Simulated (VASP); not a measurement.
# AlN in VASP: further runs

AlN is run at these levels: PBE; tasks: single point.

All numbers are computed with VASP 6.6.1; they aren't measurements. Logs are shortened: lines on timing, memory, paths and dates and some standing lists are left out, and cuts for length are marked.

### 1 The cell of the first run

It takes space group P6_3mc (No. 186, hexagonal). Conventional cell: a = 3.313 Å, b = 3.313 Å, c = 4.188 Å, α = 90.00°, β = 90.00°, γ = 120.00°. Al (site symmetry 3m) has 5 N at 1.92 to 2.19 Å within 2.5 Å. Within 2.5 Å of N (site symmetry 3m) lie 5 Al at 1.92 to 2.19 Å.

### 2 Single point, PBE (atoms displaced along a vibrational mode)

Input file INCAR:

```
ALGO = Normal
EDIFF = 1E-6
ENCUT = 520
GGA = PE
ISIF = 2
ISMEAR = 0
LASPH = True
LCHARG = False
LREAL = False
LWAVE = False
NBANDS = 26
NELM = 80
PREC = Accurate
SIGMA = 0.05
```

Input file KPOINTS:

```
k-points
0
Gamma
  8 6 4
```

Input file POSCAR:

```
AlN
1.0
   -3.3134793387      0.0000000000      0.0000000000
    0.0000000000      0.0000000000     -4.1875902400
    0.0000000000     -5.7391145645      0.0000000000
Al N
4 4
Direct
    0.5000000000      0.2423139018      0.1666666667
    0.0000000000      0.2423139018      0.6666666667
    0.0000000000      0.7423139018      0.3333333333
    0.5000000000      0.7423139018      0.8333333333
    0.5000000000      0.7648056511      0.1666666667
    0.0000000000      0.7648056511      0.6666666667
    0.0000000000      0.2648056511      0.3333333333
    0.5000000000      0.2648056511      0.8333333333
```

Potentials or basis: VASP PAW PBE potentials, release 64 (Al, N).

Launch:

```console
cat potpaw_PBE.64/Al/POTCAR potpaw_PBE.64/N/POTCAR > POTCAR
mpirun -np 1 vasp_std > vasp.out
```

OUTCAR:

```text
EDIFF = 1E-6
   ENCUT = 520
   GGA = PE
   ISIF = 2
   ISMEAR = 0
   LASPH = True
   LREAL = False
   NELM = 80
   PREC = Accurate

 ion  position               nearest neighbor table
   1  0.500  0.242  0.167-   7 1.92   7 1.92   8 1.92   5 2.00   5 2.19   3 2.84   3 2.84   3 2.84
                             3 2.84   4 2.84   4 2.84   2 3.31   2 3.31   2 3.31   2 3.31
   2  0.000  0.242  0.667-   8 1.92   8 1.92   7 1.92   6 2.00   6 2.19   4 2.84   4 2.84   4 2.84
                             4 2.84   3 2.84   3 2.84   1 3.31   1 3.31   1 3.31   1 3.31
   3  0.000  0.742  0.333-   5 1.92   5 1.92   6 1.92   7 2.00   7 2.19   1 2.84   1 2.84   1 2.84
                             1 2.84   2 2.84   2 2.84   4 3.31   4 3.31   4 3.31   4 3.31
   4  0.500  0.742  0.833-   6 1.92   6 1.92   5 1.92   8 2.00   8 2.19   2 2.84   2 2.84   2 2.84
                             2 2.84   1 2.84   1 2.84   3 3.31   3 3.31   3 3.31   3 3.31
   5  0.500  0.765  0.167-   3 1.92   3 1.92   4 1.92   1 2.00   1 2.19
   6  0.000  0.765  0.667-   4 1.92   4 1.92   3 1.92   2 2.00   2 2.19
   7  0.000  0.265  0.333-   1 1.92   1 1.92   2 1.92   3 2.00   3 2.19
   8  0.500  0.265  0.833-   2 1.92   2 1.92   1 1.92   4 2.00   4 2.19

  LATTYP: Found a simple orthorhombic cell.
 ALAT       =     3.3134793387
 B/A-ratio  =     1.2638045426
 C/A-ratio  =     1.7320508076

  Lattice vectors:

 A1 = (  -3.3134793387,   0.0000000000,   0.0000000000)
 A2 = (   0.0000000000,   0.0000000000,  -4.1875902400)
 A3 = (   0.0000000000,  -5.7391145645,   0.0000000000)

Analysis of symmetry for initial positions (statically):
=====================================================================
 Subroutine PRICEL returns following result:

  LATTYP: Found a hexagonal cell.
 ALAT       =     3.3134793387
 C/A-ratio  =     1.2638045426

  Lattice vectors:

 A1 = (  -1.6567396694,  -2.8695572823,   0.0000000000)
 A2 = (  -1.6567396694,   2.8695572822,   0.0000000000)
 A3 = (   0.0000000000,   0.0000000000,  -4.1875902400)

   2 primitive cells build up your supercell.

 Routine SETGRP: Setting up the symmetry group for a
 simple orthorhombic supercell.

 Subroutine GETGRP returns: Found  4 space group operations
 (whereof  2 operations were pure point group operations)
 out of a pool of  8 trial point group operations.

The static configuration has the point symmetry C_1h.
 The point group associated with its full space group is C_2v.

Analysis of symmetry for dynamics (positions and initial velocities):
[... 133 lines left out ...]
   ISIF   =      2    stress and relaxation
   ISYM   =      2    0-nonsym 1-usesym 2-fastsym
   POTIM  = 0.5000    time-step for ionic-motion
   TEBEG  =    0.0;   TEEND  =   0.0 temperature during run
   PSTRESS=    0.0 pullay stress
   NELECT =      32.0000    total number of electrons
   NUPDOWN=      -1.0000    fix difference up-down
   EMIN   =  10.00;   EMAX   =-10.00  energy-range for DOS
   EFERMI =   0.00;   METHOD = LEGACY
   ISMEAR =     0;   SIGMA  =   0.05  broadening in eV -4-tet -1-fermi 0-gaus
   EFERMI_NEDOS =   21; number of points for ismear=-14 and -15
   IALGO  =     38    algorithm
   IMIX   =      4    mixing-type and parameters
     AMIX     =   0.40;   BMIX     =  1.00
     AMIX_MAG =   1.60;   BMIX_MAG =  1.00
  volume/ion in A,a.u.               =       9.95        67.17
  Fermi-wavevector in a.u.,A,eV,Ry     =   1.208074  2.282930 19.856940  1.459444
  Thomas-Fermi vector in A             =   2.343693
   LORBIT       =      0    0 simple, 1 ext, 2 COOP (PROOUT), +10 PAW based schemes
   GGA     = PE    functional components
   LHFCALC =     F    Hartree Fock is set to
   AEXX    =    0.0000 exact exchange contribution
   IVDW    =     0    specifies the selected vdW correction
   LEPSILON=     F    determine dielectric tensor
   LRPA    =     F    only Hartree local field effects (RPA)
 non-spin polarized calculation
 Gauss-broadening in eV      SIGMA  =   0.05
  energy-cutoff  :      520.00
  volume of cell :       79.63
 maximum number of plane-waves:      2174
 NGX is ok and might be reduce to    28
   NGX = 13   NGY = 15   NGZ = 21

 number of electron      31.9999993 magnetization

 Free energy of the ion-electron system (eV)
  ---------------------------------------------------
  ext. energy  EPLUGINS =         0.00000000
  ---------------------------------------------------
  free energy    TOTEN  =       -58.60973485 eV

  energy without entropy =      -58.60973485  energy(sigma->0) =      -58.60973485

 E-fermi :   8.1573     XC(G=0): -11.1543

 val. band max:        7.8887514266   @ k =   0.0000   0.0000   0.0000
 cond. band min:      11.1924009778   @ k =   0.0000   0.0000   0.0000
 fundamental gap:      3.3036495511
 Fermi energy:         8.1573238279

 k-point     1 :       0.0000    0.0000    0.0000
  band No.  band energies     occupation
      1      -8.8417      2.00000
      2      -6.9982      2.00000
      3      -5.8519      2.00000
      4      -5.2350      2.00000
      5       1.0904      2.00000
      6       1.4780      2.00000
[... 685 lines left out ...]
     25      17.8524      0.00000
     26      18.1665      0.00000

 [... further k-points ...]

------------------------ aborting loop because EDIFF is reached ----------------------------------------

  FORCE on cell =-STRESS in cart. coord.  units (eV):
  Direction    XX          YY          ZZ          XY          YZ          ZX
  --------------------------------------------------------------------------------------
  -------------------------------------------------------------------------------------
  Total       -0.3804228     -0.3801609      1.5916945      0.0000000      0.0000000      0.0000000
  in kB       -7.6539168     -7.6486492     32.0241024      0.0000000      0.0000000      0.0000000
  external PRESSURE =       5.5738455 kB  Pullay stress =       0.0000000 kB

 VOLUME and BASIS-vectors are now :
 -----------------------------------------------------------------------------
  energy-cutoff  :      520.00
  volume of cell :       79.63
      direct lattice vectors                 reciprocal lattice vectors
    -3.313479339  0.000000000  0.000000000    -0.301797566  0.000000000  0.000000000
     0.000000000  0.000000000 -4.187590240     0.000000000  0.000000000 -0.238800824
     0.000000000 -5.739114565  0.000000000     0.000000000 -0.174242906  0.000000000

 POSITION                                       TOTAL-FORCE (eV/Angst)
 -----------------------------------------------------------------------------------
     -1.65674     -0.95652     -1.01471         0.000000      0.000013     -0.170455
      0.00000     -3.82608     -1.01471         0.000000      0.000013     -0.170455
      0.00000     -1.91304     -3.10851         0.000000     -0.000013     -0.170455
     -1.65674     -4.78260     -3.10851        -0.000000     -0.000013     -0.170455
     -1.65674     -0.95652     -3.20269         0.000000     -0.000009      0.170455
      0.00000     -3.82608     -3.20269         0.000000     -0.000009      0.170455
      0.00000     -1.91304     -1.10890         0.000000      0.000009      0.170455
     -1.65674     -4.78260     -1.10890         0.000000      0.000009      0.170455
 -----------------------------------------------------------------------------------
    total drift:                               -0.000000     -0.000002      0.000163

  FREE ENERGIE OF THE ION-ELECTRON SYSTEM (eV)
  ---------------------------------------------------
  free  energy   TOTEN  =       -58.6097348455 eV

  energy  without entropy=      -58.6097348455  energy(sigma->0) =      -58.60973485
```

OSZICAR:

```text
N       E                     dE             d eps       ncg     rms          rms(c)
DAV:   1     0.113918043539E+03    0.11392E+03   -0.14893E+04  3120   0.112E+03
DAV:   2    -0.580603701198E+02   -0.17198E+03   -0.15967E+03  4224   0.230E+02
DAV:   3    -0.675638945813E+02   -0.95035E+01   -0.94430E+01  4206   0.551E+01
DAV:   4    -0.676519142806E+02   -0.88020E-01   -0.87968E-01  3750   0.599E+00
DAV:   5    -0.676532387897E+02   -0.13245E-02   -0.13242E-02  4124   0.733E-01    0.166E+01
DAV:   6    -0.586484607675E+02    0.90048E+01   -0.28320E+01  3976   0.279E+01    0.564E+00
DAV:   7    -0.586485183675E+02   -0.57600E-04   -0.15507E+00  3780   0.630E+00    0.401E+00
DAV:   8    -0.586213770001E+02    0.27141E-01   -0.18893E-01  3608   0.285E+00    0.757E-01
DAV:   9    -0.586087114502E+02    0.12666E-01   -0.46823E-02  4096   0.113E+00    0.356E-01
DAV:  10    -0.586099370448E+02   -0.12256E-02   -0.59911E-03  3670   0.399E-01    0.234E-01
DAV:  11    -0.586097306306E+02    0.20641E-03   -0.60810E-04  3728   0.141E-01    0.559E-02
DAV:  12    -0.586097364787E+02   -0.58481E-05   -0.19364E-05  3648   0.290E-02    0.192E-02
DAV:  13    -0.586097346677E+02    0.18110E-05   -0.16233E-05  3646   0.217E-02    0.305E-03
DAV:  14    -0.586097348455E+02   -0.17786E-06   -0.50032E-07  1998   0.513E-03
   1 F= -.58609735E+02 E0= -.58609735E+02  d E =-.433144E-16
```

It took 1.7 min on 1 thread of AMD EPYC 7R13 (Zen 3), shared host; peak memory 0.21 GiB.

Results:

* Free energy: -58.6097 eV
* Pressure: 0.6 GPa
* Largest force: 0.170 eV/Å
* Band gap on the k mesh: 3.30 eV

Forces on the atoms (eV/Å):
```
Al   0.000  0.000 -0.170
Al   0.000  0.000 -0.170
Al   0.000  0.000 -0.170
Al   0.000  0.000 -0.170
N    0.000  0.000  0.170
N    0.000  0.000  0.170
N    0.000  0.000  0.170
N    0.000  0.000  0.170
```

Caveat: the cell differs from its parent crystal (atoms displaced along a vibrational mode).

### 3 Single point, PBE (atoms displaced along a vibrational mode)

Input file INCAR:

```
SYSTEM = AlN
PREC = Accurate
ENCUT = 520
EDIFF = 1E-6
ISMEAR = 0
SIGMA = 0.05
LREAL = .FALSE.
LASPH = .TRUE.
NELM = 100
ALGO = Normal
ISIF = 2
LWAVE = .FALSE.
LCHARG = .TRUE.
GGA = PE
LELF = .TRUE.
LVHAR = .TRUE.
NBANDS = 26
```

Input file KPOINTS:

```
Automatic mesh
0
G
  8 6 4
  0 0 0
```

Input file POSCAR:

```
AlN
1.0
   -3.3134793387      0.0000000000      0.0000000000
    0.0000000000      0.0000000000     -4.1875902400
    0.0000000000     -5.7391145645      0.0000000000
Al N
4 4
Direct
    0.5111061504      0.2500000000      0.1666666667
   -0.0111061504      0.2500000000      0.6666666667
    0.0111061504      0.7500000000      0.3333333333
    0.4888938496      0.7500000000      0.8333333333
    0.5107008202      0.7500000000      0.1666666667
   -0.0107008202      0.7500000000      0.6666666667
    0.0107008202      0.2500000000      0.3333333333
    0.4892991798      0.2500000000      0.8333333333
```

Potentials or basis: VASP PAW PBE potentials, release 64 (Al, N).

Launch:

```console
cat potpaw_PBE.64/Al/POTCAR potpaw_PBE.64/N/POTCAR > POTCAR
mpirun -np 1 vasp_std > vasp.out
```

Wall time 86 s (1 thread of AMD EPYC 7R13 (Zen 3), shared host); peak memory 0.21 GiB.

The run converged. Its results:

| Property | Result |
| --- | --- |
| Free energy | -58.6257 eV |
| Pressure | -0.3 GPa |
| Largest force | 0.112 eV/Å |
| Band gap on the k mesh | 3.26 eV |

Forces on the atoms (eV/Å):
```
Al   0.112  0.012  0.000
Al  -0.112  0.012  0.000
Al   0.112 -0.012  0.000
Al  -0.112 -0.012  0.000
N    0.056  0.015  0.000
N   -0.056  0.015  0.000
N    0.056 -0.015  0.000
N   -0.056 -0.015  0.000
```

Stress tensor (GPa, compression positive):
```
-0.30  0.00  0.00
 0.00 -0.27  0.00
 0.00  0.00 -0.20
```

Levels at points of the mesh, in eV from the valence-band top:
| k point | band 12 | band 13 | band 14 | band 15 | band 16 | band 17 | band 18 | band 19 | band 20 | band 21 |
| --- | --- | --- | --- | --- | --- | --- | --- | --- | --- | --- |
| (0.00, 0.00, 0.00) | -2.87 | -1.60 | -1.60 | -1.45 | 0.00 | 3.26 | 3.88 | 4.39 | 7.07 | 7.21 |
| (0.50, 0.00, 0.00) | -3.77 | -2.65 | -2.65 | -2.18 | -2.18 | 5.70 | 5.70 | 5.91 | 5.91 | 7.94 |
| (0.00, 0.50, 0.00) | -2.47 | -2.46 | -2.46 | -1.73 | -1.73 | 5.06 | 5.06 | 5.65 | 5.65 | 8.42 |
| (0.50, 0.50, 0.00) | -4.45 | -1.06 | -1.06 | -1.02 | -1.02 | 5.99 | 5.99 | 6.23 | 6.23 | 8.69 |
| (0.00, 0.00, 0.50) | -3.21 | -1.44 | -1.44 | -1.10 | -1.10 | 4.74 | 4.74 | 6.04 | 6.04 | 7.72 |
| (0.50, 0.00, 0.50) | -4.28 | -2.87 | -2.87 | -1.45 | -1.45 | 3.88 | 3.88 | 7.07 | 7.07 | 7.21 |
| (0.00, 0.50, 0.50) | -2.88 | -1.87 | -1.87 | -1.87 | -1.87 | 5.36 | 5.36 | 5.36 | 5.36 | 9.07 |
| (0.50, 0.50, 0.50) | -3.23 | -1.73 | -1.73 | -1.73 | -1.73 | 5.07 | 5.07 | 5.07 | 5.07 | 9.25 |

Caveat: the cell differs from its parent crystal (atoms displaced along a vibrational mode).
